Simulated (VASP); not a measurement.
Set up this calculation in VASP 6.6.1, as the native input.

* Task: single point
* Functional: PBEsol
* Dispersion: D3(BJ)
* Potentials or basis: VASP PAW PBE potentials, release 64 (W_sv, S)
* Cutoff: 520 eV
* k mesh: 10 × 10 × 2
* Occupations: fermi-dirac, width 0.05 eV
* Spin: no spin polarisation
* Dipole correction: no
* Further INCAR settings: ALGO = Normal; EDIFF = 1e-06; NBANDS = 20

The structure of WS2 lies in POSCAR:

```
WS2
1.0
    3.1237280005      0.0000000000      0.0000000000
   -1.5618640003      2.7052278029      0.0000000000
    0.0000000000      0.0000000000     16.9363664006
W S
1 2
Direct
    0.0000000000      0.0000000000      0.0000000000
    0.3333333333      0.6666666667      0.0928529839
    0.3333333333      0.6666666667      0.9071470161
```

These files were run (other wordings do the same):

INCAR

```
PREC = Accurate ; ENCUT = 520
EDIFF = 1E-6 ; ISMEAR = -1
SIGMA = 0.05 ; LREAL = False
LASPH = True ; NELM = 100
ALGO = Normal ; ISIF = 2
LWAVE = False ; LCHARG = False
GGA = PS ; IVDW = 12
NBANDS = 20
```

KPOINTS

```
Automatic mesh
0
Gamma
  10 10 2
```

Potentials or basis: VASP PAW PBE potentials, release 64 (W_sv, S).

Command:

```sh
$ cat potpaw_PBE.64/W_sv/POTCAR potpaw_PBE.64/S/POTCAR > POTCAR
$ mpirun -np 1 vasp_std > vasp.out
```

Results of the run:

| Item | Value |
| --- | --- |
| Largest force | 0.019 eV/Å |
| Band gap on the k mesh | 2.24 eV, indirect (least direct gap 2.39 eV) |
| Dispersion energy per atom | -0.253 eV |

Caveat: the PAW data sets were made with another functional, which shifts forces and pressure a little; spin-orbit coupling is left out, which moves the levels of the heavy elements.

Wall time 3 min on 1 thread of AMD EPYC 7R13, with other jobs on the host, peak memory 0.28 GiB.
